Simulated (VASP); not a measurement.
Runs of VASP 6.6.1 on TiPt5. The structure is that of space group P4/mmm (No. 123), or close to it. The cells are those of the table. 

```csv
task,cell,k mesh,cutoff (eV),k mesh for the DOS,occupations for the DOS,gap on the mesh (eV),pressure (GPa),largest force (eV/Å)
relaxation of cell and atoms,"relaxed from a = 3.908, b = 3.908, c = 6.458 Å, 6 atoms",10 × 10 × 6,600,-,-,none,0.0,-
single point,"a = 3.912, b = 3.912, c = 6.451 Å, 6 atoms",10 × 10 × 6,520,-,-,none,(b),-
single point,"a = 3.908, b = 3.908, c = 6.458 Å, 6 atoms",6 × 6 × 4,520,-,-,none,(a),0.01
single point,"a = 3.643, b = 3.643, c = 6.988 Å, 6 atoms",6 × 6 × 4,520,-,-,none,64.3,23.52
```

Alike in all rows: level PBE; potentials or basis VASP PAW PBE potentials, release 64 (Ti_sv, Pt); no spin polarisation; smearing gaussian 0.1 eV.

Q: Fill in the values left out.

A: (a) -0.2; (b) -0.3.

Caveats: spin-orbit coupling is left out, which moves the levels of the heavy elements; forces of over 1 eV/Å act on the atoms, so gaps and moduli don't describe the material at rest (some runs).

A k mesh can miss the band edges, and the runs leave out spin-orbit coupling on Pt.

A gap of «none» marks levels without a gap at the run's occupations.
